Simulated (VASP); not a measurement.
Te2Mo, 3 atoms in the cell. The cell holds a slab with vacuum, 3 atoms: a = 3.560 Å, b = 3.560 Å, c = 17.524 Å, α = 90.00°, β = 90.00°, γ = 120.00°.  This cell differs from its parent crystal: one atom moved.

| Quantity | Value |
| --- | --- |
| Program | VASP 6.6.1 |
| Task | single point |
| Functional | PBE |
| Potentials or basis | VASP PAW PBE potentials, release 64 (Te, Mo_sv) |
| Cutoff | 520 eV |
| k mesh | 9 × 9 × 2 |
| Occupations | gaussian, width 0.02 eV |
| Spin | no spin polarisation |
| Dipole correction | no |
| Further INCAR settings | ALGO = Normal; EDIFF = 1e-06; NBANDS = 20 |

Potentials or basis: VASP PAW PBE potentials, release 64 (Te, Mo_sv).

The run is started by

```sh
$ cat potpaw_PBE.64/Te/POTCAR potpaw_PBE.64/Mo_sv/POTCAR > POTCAR
$ mpirun -np 1 vasp_std > vasp.out
```

Hardware: 1 thread of Intel(R) Xeon(R) 6975P-C (Granite Rapids), with other jobs on the host.

Question: Estimate the wall time of this run.

Answer: Run time: 3.7 min on 1 thread of Intel(R) Xeon(R) 6975P-C (Granite Rapids), on a shared host, peak memory 0.53 GiB. Counts: scf iterations 21, k points 82.
